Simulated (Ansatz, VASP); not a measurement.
# Si in VASP and in Ansatz

```
CELL_PARAMETERS angstrom
0.09928 2.64735 4.58859
2.43201 0.09120 4.58859
2.53128 2.73855 0.00000
ATOMIC_POSITIONS crystal
Si 0.72972 0.27028 0.72972
Si 0.27028 0.72972 0.27028
Si 0.77443 0.77443 0.22557
Si 0.22557 0.22557 0.77443
```

Change from the starting cell: strain +0.0750 x Voigt [0, 0, 0, 0, 0, 1], atoms carried along.

Alike in both runs: task single point; functional LDA; k mesh 14 × 14 × 14; occupations gaussian, width 0.15 eV; no spin polarisation.

|  | VASP | Ansatz |
| --- | --- | --- |
| version | VASP 6.6.1 | Ansatz 0.2.0 |
| potentials or method | VASP PAW LDA potentials, release 64 (Si), cutoff 520 eV | scalar-relativistic, plane waves, PAW |
| valence electrons in the cell | 16 | 16 |

|  | VASP | Ansatz | Ansatz less VASP |
| --- | --- | --- | --- |
| gap on the k mesh at the Fermi level (eV) | none | none | - |
| pressure (GPa) | 0.1 | 0.0 | -0.08 |
| traceless stress, the component that is largest in VASP (GPa) | -5.84 | -5.83 | +0.008 |
| rms of the force components (eV/Å) | 0.010 | 0.009 | -0.0003 |

LDA's correlation is that of Perdew and Zunger in VASP and of Perdew and Wang (1992) in Ansatz. Atom by atom the forces differ by 0.001 eV/Å (rms over components). A gap of «none» marks a metal or a gap that the smearing closes.
